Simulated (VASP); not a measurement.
Crystal: MoW3.

```xyz
4
Lattice="3.9439 0.0000 0.0000 0.0000 3.9439 0.0000 0.0000 0.0000 3.9439" Properties=species:S:1:pos:R:3 pbc="T T T"
Mo    0.0000    0.0000    0.0000
W     0.0000    1.9720    1.9720
W     1.9720    0.0000    1.9720
W     1.9720    1.9720    0.0000
```

```yaml
Program: VASP 6.6.1
Task: relaxation of cell and atoms
Functional: PBE
Potentials_or_basis: VASP PAW PBE potentials, release 64 (Mo_sv, W_sv)
Cutoff: 500 eV
k_mesh: 4 × 4 × 4
Occupations: gaussian, width 0.1 eV
Spin: no spin polarisation
```

At the start: pressure 21.6 GPa; volume 15.34 Å³/atom.

Problem. Where does the relaxation end?

Solution. Over 4 steps the energy falls by 68.9 meV/atom and the volume is 16.43 Å³/atom (+7.1 %); space group Pm-3m (No. 221, to 0.05 Å).

The path:
```tsv
step	energy change (eV)	largest force (eV/Å)	pressure (GPa)	volume (Å³)
1	0.0000	0.0000	21.65	61.35
2	2.0050	0.0000	-37.84	81.64
3	-0.2735	0.0000	-1.69	66.10
4	-0.2757	0.0000	-0.14	65.72
```

Final structure:
```xyz
4
Lattice="4.0356 0.0000 0.0000 0.0000 4.0356 0.0000 0.0000 0.0000 4.0356" Properties=species:S:1:pos:R:3 pbc="T T T"
Mo    0.0000    0.0000    0.0000
W     0.0000    2.0178    2.0178
W     2.0178    0.0000    2.0178
W     2.0178    2.0178    0.0000
```

Caveat: the k points lie up to 0.39 Å⁻¹ apart in the final cell.
